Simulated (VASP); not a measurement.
# PbO (CsCl type) (Pm-3m) in VASP: a series of runs, part 2 of 2

VASP 6.6.1. Earlier steps stand in the parts before.

### Step 4. Single point, PBE

This run uses another cell than the first one, of 16.61 Å³/atom, 1.667 times its volume.

INCAR

```
SYSTEM = PbO
PREC     = Accurate       ! precision mode
ENCUT    = 520            ! plane-wave cutoff, eV
EDIFF    = 1E-6           ! SCF threshold, eV
ISMEAR   = -1             ! smearing method
SIGMA    = 0.05           ! smearing width, eV
LREAL    = .FALSE.        ! projectors in reciprocal space
LASPH    = .TRUE.         ! aspherical terms in the spheres
NELM     = 60             ! most SCF steps
ALGO     = Normal         ! electronic algorithm
ISIF     = 2              ! what is computed and relaxed
LWAVE    = .FALSE.        ! write WAVECAR
LCHARG   = .FALSE.        ! write CHGCAR
GGA      = PE             ! functional
NBANDS   = 17             ! bands
```

KPOINTS

```
Automatic mesh
0
G
  13 13 13
  0 0 0
```

POSCAR

```
PbO
1.0
    3.2146977460      0.0000000000      0.0000000000
    0.0000000000      3.2146977460      0.0000000000
    0.0000000000      0.0000000000      3.2146977460
Pb O
1 1
Direct
    0.0000000000      0.0000000000      0.0000000000
    0.5000000000      0.5000000000      0.5000000000
```

Potentials or basis: VASP PAW PBE potentials, release 64 (Pb_d, O).

Command:

```console
> cat potpaw_PBE.64/Pb_d/POTCAR potpaw_PBE.64/O/POTCAR > POTCAR
> mpirun -np 1 vasp_std > vasp.out
```

OUTCAR:

```text
SYSTEM = PbO
   PREC = Accurate
   ENCUT = 520
   EDIFF = 1E-6
   ISMEAR = -1
   LREAL = .FALSE.
   LASPH = .TRUE.
   NELM = 60
   ISIF = 2
   GGA = PE

 ion  position               nearest neighbor table
   1  0.000  0.000  0.000-   2 2.78   2 2.78   2 2.78   2 2.78   2 2.78   2 2.78   2 2.78   2 2.78

   2  0.500  0.500  0.500-   1 2.78   1 2.78   1 2.78   1 2.78   1 2.78   1 2.78   1 2.78   1 2.78

  LATTYP: Found a simple cubic cell.
 ALAT       =     3.2146977460

  Lattice vectors:

 A1 = (   3.2146977460,   0.0000000000,   0.0000000000)
 A2 = (   0.0000000000,   3.2146977460,   0.0000000000)
 A3 = (   0.0000000000,   0.0000000000,   3.2146977460)

Analysis of symmetry for initial positions (statically):
=====================================================================
 Subroutine PRICEL returns:
 Original cell was already a primitive cell.

 Routine SETGRP: Setting up the symmetry group for a
 simple cubic supercell.

 Subroutine GETGRP returns: Found 48 space group operations
 (whereof 48 operations were pure point group operations)
[... 160 lines left out ...]
  free energy    TOTEN  =        -9.75406812 eV

  energy without entropy =       -9.75399655  energy(sigma->0) =       -9.75403233

 E-fermi :   7.0788     XC(G=0): -11.1433

 val. band max:        6.7844711297   @ k =   0.4615   0.0769   0.0769
 cond. band min:       7.3231864409   @ k =   0.4615   0.0000   0.0000
 fundamental gap:      0.5387153112
 Fermi energy:         7.0788161474

 k-point     1 :       0.0000    0.0000    0.0000
  band No.  band energies     occupation
      1     -10.2204      2.00000
      2     -10.0037      2.00000
      3     -10.0037      2.00000
      4      -9.3620      2.00000
      5      -9.3620      2.00000
      6      -9.3620      2.00000
[... 457 lines left out ...]
      4      -9.4559      2.00000
      5      -9.4202      2.00000
      6      -8.7248      2.00000
[... 9 lines left out ...]
     16      22.9418      0.00000
     17      23.4503      0.00000

 [... further k-points ...]

------------------------ aborting loop because EDIFF is reached ----------------------------------------

  FORCE on cell =-STRESS in cart. coord.  units (eV):
  Direction    XX          YY          ZZ          XY          YZ          ZX
  --------------------------------------------------------------------------------------
  -------------------------------------------------------------------------------------
  Total       -0.0290760     -0.0290760     -0.0290760      0.0000000     -0.0000000      0.0000000
  in kB       -1.4022493     -1.4022493     -1.4022493      0.0000000     -0.0000000      0.0000000
  external PRESSURE =      -1.4022493 kB  Pullay stress =       0.0000000 kB

 VOLUME and BASIS-vectors are now :
 -----------------------------------------------------------------------------
  energy-cutoff  :      520.00
  volume of cell :       33.22
      direct lattice vectors                 reciprocal lattice vectors
     3.214697746  0.000000000  0.000000000     0.311071236  0.000000000  0.000000000
     0.000000000  3.214697746  0.000000000     0.000000000  0.311071236  0.000000000
     0.000000000  0.000000000  3.214697746     0.000000000  0.000000000  0.311071236

 POSITION                                       TOTAL-FORCE (eV/Angst)
 -----------------------------------------------------------------------------------
      0.00000      0.00000      0.00000         0.000000      0.000000      0.000000
      1.60735      1.60735      1.60735         0.000000      0.000000      0.000000
 -----------------------------------------------------------------------------------
    total drift:                                0.000000      0.000000     -0.000000

  FREE ENERGIE OF THE ION-ELECTRON SYSTEM (eV)
  ---------------------------------------------------
  free  energy   TOTEN  =        -9.7540681214 eV

  energy  without entropy=       -9.7539965484  energy(sigma->0) =       -9.75403233
```

stdout:

```text
POSCAR found type information on POSCAR PbO
 POSCAR found :  2 types and       2 ions
 scaLAPACK will be used
 LDA part: xc-table for (Slater+PW92), standard interpolation
 POSCAR, INCAR and KPOINTS ok, starting setup
 FFT: planning ... GRIDC
 FFT: planning ... GRID_SOFT
 FFT: planning ... GRID
 WAVECAR not read
 entering main loop
```

Wall time 43 s (1 thread of Intel Xeon 8259CL, shared host); peak memory 0.17 GiB.

What came out:

```yaml
Free_energy: -9.7541 eV
Pressure: -0.1 GPa
Band_gap_on_the_k_mesh: 0.54 eV, indirect (least direct gap 0.62 eV)
```

Caveat: spin-orbit coupling is left out, which moves the levels of the heavy elements.

### Step 5. Summary

```csv
cell,gap on the mesh (eV),pressure (GPa)
"a = 2.711 Å, 2 atoms",none,158.5
"a = 3.104 Å, 2 atoms",0.64,12.5
"a = 3.215 Å, 2 atoms",0.54,-0.1
```

Alike in all rows: task single point; level PBE; potentials or basis VASP PAW PBE potentials, release 64 (Pb_d, O); no spin polarisation; k mesh 13 × 13 × 13; cutoff (eV) 520; smearing fermi-dirac 0.05 eV.

Caveats: spin-orbit coupling is left out, which moves the levels of the heavy elements.

Absolute energies hang on the potentials; compare differences alone.
